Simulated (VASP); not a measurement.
**GaSb: single point with PBE**

GaSb:

```
Ga Sb
1.0
    -1.63161    2.70796    3.00871
     1.63161   -2.70796    3.00871
     1.63161    2.70796   -3.00871
Ga Sb
1 1
Cartesian
  0.0000 0.0000 0.0000
  0.0000 0.0000 3.0087
```

- Program: VASP 6.6.1
- Task: single point
- Functional: PBE
- Potentials or basis: VASP PAW PBE potentials, release 64 (Ga_d, Sb)
- Cutoff: 520 eV
- k mesh: 18 × 18 × 18
- Occupations: gaussian, width 0.15 eV
- Spin: no spin polarisation

The pressure is -4.2 GPa and the band gap on the k mesh is zero (bands 9 and 10 overlap by 4.37 eV).

Stress tensor (GPa, compression positive):
```
-3.60  0.00  0.00
 0.00 -4.01  0.00
 0.00  0.00 -4.94
```

Levels at points of the mesh, in eV from the Fermi level:
```tsv
k point	band 5	band 6	band 7	band 8	band 9	band 10	band 11	band 12	band 13	band 14
(0.00, 0.00, 0.00)	-14.71	-11.23	-3.25	-1.86	-1.27	3.67	4.41	5.59	7.22	7.30
(0.50, 0.00, 0.00)	-14.71	-10.00	-7.42	-0.13	1.50	2.03	2.75	4.00	6.28	8.21
(0.00, 0.50, 0.00)	-14.70	-8.00	-5.68	-1.70	-0.21	-0.16	1.25	2.30	3.33	8.61
(0.50, 0.50, 0.00)	-14.70	-7.96	-4.45	-3.31	-1.87	-1.51	3.46	3.97	6.24	7.42
(0.50, 0.50, 0.50)	-14.71	-9.19	-5.53	-4.49	-4.16	2.68	6.52	8.75	9.08	9.46
```

Wall time 6.9 min on 1 thread of Intel(R) Xeon(R) Platinum 8259CL CPU @ 2.50GHz (Skylake/Cascade Lake) (shared host), peak memory 0.8 GiB.

Caveat: the cell stands under tension; spin-orbit coupling is left out, which moves the levels of the heavy elements.
